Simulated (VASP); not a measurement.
Here is a VASP 6.6.1 calculation.

Contents of INCAR:

```
PREC = Accurate
ENCUT = 600
EDIFF = 1E-6
ISMEAR = 0
SIGMA = 0.1
LREAL = F
LASPH = T
NELM = 120
ALGO = Normal
ISIF = 2
LWAVE = F
LCHARG = T
GGA = PS
LELF = T
LVHAR = T
NBANDS = 15
GGA_COMPAT = F
```

KPOINTS

```
regular mesh
0
Gamma
  16 16 16
```

File POSCAR:

```
TiC
1.0
    0.0000000000      2.1466167664      2.1466167664
    2.1466167664      0.0000000000      2.1466167664
    2.1466167664      2.1466167664      0.0000000000
Ti C
1 1
Direct
    0.0000000000      0.0000000000      0.0000000000
    0.5000000000      0.5000000000      0.5000000000
```

Potentials or basis: VASP PAW PBE potentials, release 64 (Ti_sv, C).

Launch:

```bash
$ cat potpaw_PBE.64/Ti_sv/POTCAR potpaw_PBE.64/C/POTCAR > POTCAR
$ mpirun -np 1 vasp_std > vasp.out
```

Problem. What does it give for the band gap on the k mesh?

Solution. Zero (band 8 reaches 10.29 eV, above the bottom of band 9 at 9.20 eV).

Problem. Estimate the pressure.

Solution. 0.2 GPa.

Caveat: the PAW data sets were made with another functional, which shifts forces and pressure a little.
